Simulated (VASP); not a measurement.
# ZnO (Fm-3m) in VASP: further runs

The runs below take ZnO through electric field gradients, with PBE.

Everything below comes from runs of VASP 6.6.1. Logs are shortened: lines on timing, memory, paths and dates and some standing lists are left out, and cuts for length are marked.

## (1) The cell of the first run

Symmetry: Fm-3m, No. 225, cubic system. Conventional cell: a = 4.207 Å, b = 4.207 Å, c = 4.207 Å, α = 90.00°, β = 90.00°, γ = 90.00°. Zn (site symmetry m-3m) has 6 O at 2.10 Å within 2.8 Å. Within 2.8 Å of O (site symmetry m-3m) lie 6 Zn at 2.10 Å.

## (2) Electric field gradients, PBE (volume scaled by 0.95)

Contents of INCAR:

```
PREC = Accurate
ENCUT = 520
EDIFF = 1E-8
ISMEAR = -1
SIGMA = 0.03
LREAL = F
LASPH = T
NELM = 60
ALGO = Normal
ISIF = 2
LWAVE = F
LCHARG = F
GGA = PE
LEFG = T
NBANDS = 16
```

Contents of KPOINTS:

```
Automatic mesh
0
Gamma
  10 10 10
```

Contents of POSCAR:

```
ZnO
1.0
    0.0000000000      2.1037218051      2.1037218051
    2.1037218051      0.0000000000      2.1037218051
    2.1037218051      2.1037218051      0.0000000000
Zn O
1 1
Direct
    0.0000000000      0.0000000000      0.0000000000
    0.5000000000      0.5000000000      0.5000000000
```

Potentials or basis: VASP PAW PBE potentials, release 64 (Zn, O).

On the command line:

```console
> cat potpaw_PBE.64/Zn/POTCAR potpaw_PBE.64/O/POTCAR > POTCAR
> mpirun -np 1 vasp_std > vasp.out
```

OUTCAR:

```text
PREC = Accurate
   ENCUT = 520
   EDIFF = 1E-8
   ISMEAR = -1
   LREAL = F
   LASPH = T
   NELM = 60
   ISIF = 2
   GGA = PE

 ion  position               nearest neighbor table
   1  0.000  0.000  0.000-   2 2.10   2 2.10   2 2.10   2 2.10   2 2.10   2 2.10
   2  0.500  0.500  0.500-   1 2.10   1 2.10   1 2.10   1 2.10   1 2.10   1 2.10

  LATTYP: Found a face centered cubic cell.
 ALAT       =     4.2074436102

  Lattice vectors:

 A1 = (   0.0000000000,   2.1037218051,   2.1037218051)
 A2 = (   2.1037218051,   0.0000000000,   2.1037218051)
 A3 = (   2.1037218051,   2.1037218051,   0.0000000000)

Analysis of symmetry for initial positions (statically):
=====================================================================
 Subroutine PRICEL returns:
 Original cell was already a primitive cell.

 Routine SETGRP: Setting up the symmetry group for a
 face centered cubic supercell.

 Subroutine GETGRP returns: Found 48 space group operations
 (whereof 48 operations were pure point group operations)
 out of a pool of 48 trial point group operations.

The static configuration has the point symmetry O_h .

Analysis of symmetry for dynamics (positions and initial velocities):
=====================================================================
 Subroutine PRICEL returns:
 Original cell was already a primitive cell.

 Routine SETGRP: Setting up the symmetry group for a
 face centered cubic supercell.

 Subroutine GETGRP returns: Found 48 space group operations
 (whereof 48 operations were pure point group operations)
 out of a pool of 48 trial point group operations.

The dynamic configuration has the point symmetry O_h .

 Subroutine INISYM returns: Found 48 space group operations
 (whereof 48 operations are pure point group operations),
 and found     1 'primitive' translations

----------------------------------------------------------------------------------------

                                     Primitive cell

  volume of cell :      18.6207

  direct lattice vectors                    reciprocal lattice vectors
     0.000000000  2.103721805  2.103721805    -0.237674011  0.237674011  0.237674011
     2.103721805  0.000000000  2.103721805     0.237674011 -0.237674011  0.237674011
     2.103721805  2.103721805  0.000000000     0.237674011  0.237674011 -0.237674011

[... 115 lines left out ...]
  energy-cutoff  :      520.00
  volume of cell :       18.62
 maximum number of plane-waves:       531
 NGX is ok and might be reduce to    24
   NGX = 11   NGY = 11   NGZ = 11

 number of electron      17.9999990 magnetization

 Free energy of the ion-electron system (eV)
  ---------------------------------------------------
  ext. energy  EPLUGINS =         0.00000000
  ---------------------------------------------------
  free energy    TOTEN  =        -8.53394595 eV

  energy without entropy =       -8.53394595  energy(sigma->0) =       -8.53394595

 E-fermi :   3.8724     XC(G=0): -12.5883

 val. band max:        3.2894817458   @ k =   0.5000   0.0000   0.0000
 cond. band min:       4.4069023396   @ k =   0.0000   0.0000   0.0000
 fundamental gap:      1.1174205938
 Fermi energy:         3.8723905250

 k-point     1 :       0.0000    0.0000    0.0000
  band No.  band energies     occupation
      1     -15.8063      2.00000
      2      -1.6725      2.00000
      3      -1.6725      2.00000
      4      -1.6725      2.00000
      5      -1.4323      2.00000
      6      -1.4323      2.00000
[... 433 lines left out ...]
      3      -2.1522      2.00000
      4      -1.6730      2.00000
      5      -1.4196      2.00000
      6      -1.1682      2.00000
[... 8 lines left out ...]
     15      31.4481      0.00000
     16      32.2149      0.00000

 [... further k-points ...]
[... 5 lines left out ...]
  --------------------------------------------------------------------------------------
  -------------------------------------------------------------------------------------
  Total        2.1817685      2.1817685      2.1817685      0.0000000      0.0000000     -0.0000000
  in kB      187.7259574    187.7259574    187.7259574      0.0000000      0.0000000     -0.0000000
  external PRESSURE =     187.7259574 kB  Pullay stress =       0.0000000 kB

 VOLUME and BASIS-vectors are now :
 -----------------------------------------------------------------------------
  energy-cutoff  :      520.00
  volume of cell :       18.62
      direct lattice vectors                 reciprocal lattice vectors
     0.000000000  2.103721805  2.103721805    -0.237674011  0.237674011  0.237674011
     2.103721805  0.000000000  2.103721805     0.237674011 -0.237674011  0.237674011
     2.103721805  2.103721805  0.000000000     0.237674011  0.237674011 -0.237674011

 POSITION                                       TOTAL-FORCE (eV/Angst)
 -----------------------------------------------------------------------------------
      0.00000      0.00000      0.00000         0.000000      0.000000      0.000000
      2.10372      2.10372      2.10372        -0.000000     -0.000000     -0.000000
 -----------------------------------------------------------------------------------
    total drift:                                0.000000     -0.000000     -0.000000

  FREE ENERGIE OF THE ION-ELECTRON SYSTEM (eV)
  ---------------------------------------------------
  free  energy   TOTEN  =        -8.5339459522 eV

  energy  without entropy=       -8.5339459521  energy(sigma->0) =       -8.53394595

 Electric field gradients (V/A^2)
---------------------------------------------------------------------
 ion       V_xx      V_yy      V_zz      V_xy      V_xz      V_yz
---------------------------------------------------------------------
   1       0.000     0.000    -0.000    -0.002    -0.002    -0.002
   2      -0.000    -0.000    -0.000    -0.002    -0.002    -0.002
---------------------------------------------------------------------

 Electric field gradients after diagonalization (V/A^2)
 (convention: |V_zz| > |V_xx| > |V_yy|)
----------------------------------------------------------------------
 ion       V_xx      V_yy      V_zz     asymmetry (V_yy - V_xx)/ V_zz
----------------------------------------------------------------------
   1       0.002     0.002    -0.003       0.000
   2       0.002     0.002    -0.004       0.000
----------------------------------------------------------------------

           NMR quadrupolar parameters

 Cq : quadrupolar parameter    Cq=e*Q*V_zz/h
 eta: asymmetry parameters     (V_yy - V_xx)/ V_zz
 Q  : nuclear electric quadrupole moment in mb (millibarn)
----------------------------------------------------------------------
 ion       Cq(MHz)       eta       Q (mb)
----------------------------------------------------------------------
   1      -0.000       0.000       1.000
   2      -0.000       0.000       1.000
----------------------------------------------------------------------
```

OSZICAR:

```text
N       E                     dE             d eps       ncg     rms          rms(c)
DAV:   1     0.851533133951E+02    0.85153E+02   -0.98166E+03  1616   0.175E+03
DAV:   2    -0.602138028370E+01   -0.91175E+02   -0.83637E+02  1616   0.295E+02
DAV:   3    -0.100036242074E+02   -0.39822E+01   -0.39700E+01  1816   0.610E+01
DAV:   4    -0.100194283793E+02   -0.15804E-01   -0.15804E-01  1768   0.380E+00
DAV:   5    -0.100194766330E+02   -0.48254E-04   -0.48254E-04  1864   0.200E-01    0.101E+01
DAV:   6    -0.854431210929E+01    0.14752E+01   -0.26098E+00  2160   0.486E+01    0.699E+00
DAV:   7    -0.854839055674E+01   -0.40784E-02   -0.50769E-01  1736   0.111E+01    0.389E+00
DAV:   8    -0.853613361231E+01    0.12257E-01   -0.51535E-02  1632   0.217E+00    0.623E-01
DAV:   9    -0.853381809163E+01    0.23155E-02   -0.46653E-03  2272   0.151E+00    0.647E-02
DAV:  10    -0.853392832562E+01   -0.11023E-03   -0.79175E-04  1624   0.246E-01    0.337E-02
DAV:  11    -0.853394659271E+01   -0.18267E-04   -0.19111E-05  1880   0.689E-02    0.603E-03
DAV:  12    -0.853394643145E+01    0.16125E-06   -0.11801E-06  1880   0.190E-02    0.424E-03
DAV:  13    -0.853394605324E+01    0.37821E-06   -0.54660E-07  2136   0.150E-02    0.295E-04
DAV:  14    -0.853394597011E+01    0.83137E-07   -0.55950E-08  1696   0.216E-03    0.128E-04
DAV:  15    -0.853394594944E+01    0.20666E-07   -0.16069E-10   904   0.511E-04    0.825E-05
DAV:  16    -0.853394595223E+01   -0.27912E-08   -0.75963E-11   840   0.130E-04
   1 F= -.85339460E+01 E0= -.85339460E+01  d E =-.891350E-10
```

stdout:

```text
POSCAR found type information on POSCAR ZnO
 POSCAR found :  2 types and       2 ions
 scaLAPACK will be used
 LDA part: xc-table for (Slater+PW92), standard interpolation
 POSCAR, INCAR and KPOINTS ok, starting setup
 FFT: planning ... GRIDC
 FFT: planning ... GRID_SOFT
 FFT: planning ... GRID
 WAVECAR not read
 entering main loop
ion   1

ion   2
```

Run time: 16 s. Hardware: 1 thread of AMD EPYC 7R13 (Zen 3), shared host; peak memory 0.11 GiB.

Results:

* Free energy: -8.5339 eV
* Pressure: 18.8 GPa
* Band gap on the k mesh: 1.12 eV, indirect (least direct gap 2.69 eV)

Caveat: without QUAD_EFG the Cq values of the log hold for a quadrupole moment of 1 mb, not for the nuclei. A k mesh can miss the band edges.

## (3) Electric field gradients, PBE (volume scaled by 0.975)

Contents of INCAR:

```
PREC     = Accurate       # precision mode
ENCUT    = 520            # plane-wave cutoff, eV
EDIFF    = 1E-8           # SCF threshold, eV
ISMEAR   = -1             # smearing method
SIGMA    = 0.03           # smearing width, eV
LREAL    = False          # projectors in reciprocal space
LASPH    = True           # aspherical terms in the spheres
NELM     = 60             # most SCF steps
ALGO     = Normal         # electronic algorithm
ISIF     = 2              # what is computed and relaxed
LWAVE    = False          # write WAVECAR
LCHARG   = False          # write CHGCAR
GGA      = PE             # functional
LEFG     = True         
NBANDS   = 16             # bands
```

Contents of KPOINTS:

```
regular mesh
0
Gamma
  10 10 10
```

Contents of POSCAR:

```
ZnO
1.0
    0.0000000000      2.1220159565      2.1220159565
    2.1220159565      0.0000000000      2.1220159565
    2.1220159565      2.1220159565      0.0000000000
Zn O
1 1
Direct
    0.0000000000      0.0000000000      0.0000000000
    0.5000000000      0.5000000000      0.5000000000
```

Potentials or basis: VASP PAW PBE potentials, release 64 (Zn, O).

On the command line:

```console
> cat potpaw_PBE.64/Zn/POTCAR potpaw_PBE.64/O/POTCAR > POTCAR
> mpirun -np 1 vasp_std > vasp.out
```

OUTCAR:

```text
PREC = Accurate
   ENCUT = 520
   EDIFF = 1E-8
   ISMEAR = -1
   LREAL = False
   LASPH = True
   NELM = 60
   ISIF = 2
   GGA = PE

 ion  position               nearest neighbor table
   1  0.000  0.000  0.000-   2 2.12   2 2.12   2 2.12   2 2.12   2 2.12   2 2.12
   2  0.500  0.500  0.500-   1 2.12   1 2.12   1 2.12   1 2.12   1 2.12   1 2.12

  LATTYP: Found a face centered cubic cell.
 ALAT       =     4.2440319130

  Lattice vectors:

 A1 = (   0.0000000000,   2.1220159565,   2.1220159565)
 A2 = (   2.1220159565,   0.0000000000,   2.1220159565)
 A3 = (   2.1220159565,   2.1220159565,   0.0000000000)

Analysis of symmetry for initial positions (statically):
=====================================================================
 Subroutine PRICEL returns:
 Original cell was already a primitive cell.

 Routine SETGRP: Setting up the symmetry group for a
 face centered cubic supercell.

[... 644 lines left out ...]
  volume of cell :       19.11
      direct lattice vectors                 reciprocal lattice vectors
     0.000000000  2.122015956  2.122015956    -0.235624995  0.235624995  0.235624995
     2.122015956  0.000000000  2.122015956     0.235624995 -0.235624995  0.235624995
     2.122015956  2.122015956  0.000000000     0.235624995  0.235624995 -0.235624995

 POSITION                                       TOTAL-FORCE (eV/Angst)
 -----------------------------------------------------------------------------------
      0.00000      0.00000      0.00000         0.000000     -0.000000      0.000000
      2.12202      2.12202      2.12202        -0.000000      0.000000     -0.000000
 -----------------------------------------------------------------------------------
    total drift:                                0.000000     -0.000000     -0.000000

  FREE ENERGIE OF THE ION-ELECTRON SYSTEM (eV)
  ---------------------------------------------------
  free  energy   TOTEN  =        -8.5824267524 eV

  energy  without entropy=       -8.5824267519  energy(sigma->0) =       -8.58242675

 Electric field gradients (V/A^2)
---------------------------------------------------------------------
 ion       V_xx      V_yy      V_zz      V_xy      V_xz      V_yz
---------------------------------------------------------------------
   1      -0.000    -0.000    -0.000    -0.000    -0.000    -0.000
   2       0.000     0.000     0.000    -0.002    -0.002    -0.002
---------------------------------------------------------------------

 Electric field gradients after diagonalization (V/A^2)
 (convention: |V_zz| > |V_xx| > |V_yy|)
----------------------------------------------------------------------
 ion       V_xx      V_yy      V_zz     asymmetry (V_yy - V_xx)/ V_zz
----------------------------------------------------------------------
   1       0.000     0.000    -0.000       0.000
   2       0.002     0.002    -0.004       0.000
----------------------------------------------------------------------

           NMR quadrupolar parameters

 Cq : quadrupolar parameter    Cq=e*Q*V_zz/h
 eta: asymmetry parameters     (V_yy - V_xx)/ V_zz
 Q  : nuclear electric quadrupole moment in mb (millibarn)
----------------------------------------------------------------------
 ion       Cq(MHz)       eta       Q (mb)
----------------------------------------------------------------------
   1      -0.000       0.000       1.000
   2      -0.000       0.000       1.000
----------------------------------------------------------------------
```

Run time: 16 s. Hardware: 1 thread of AMD EPYC 7R13 (Zen 3), shared host; peak memory 0.11 GiB.

Results:

```
Free energy            : -8.5824 eV
Pressure               : 12.7 GPa
Band gap on the k mesh : 0.99 eV, indirect (least direct gap 2.46 eV)
```

Levels at points of the mesh, in eV from the valence-band top:
```tsv
k point	band 5	band 6	band 7	band 8	band 9	band 10	band 11	band 12	band 13	band 14
(0.00, 0.00, 0.00)	-4.68	-4.68	-1.47	-1.47	-1.47	0.99	18.13	18.13	18.13	18.39
(0.50, 0.00, 0.00)	-4.46	-4.46	-3.63	0.00	0.00	5.47	9.31	12.94	12.94	19.56
(0.50, 0.50, 0.00)	-4.33	-4.33	-3.99	-2.94	-2.94	4.33	10.83	11.32	15.66	15.66
```

Caveat: without QUAD_EFG the Cq values of the log hold for a quadrupole moment of 1 mb, not for the nuclei.

(Part 1 of 3 ends here.)
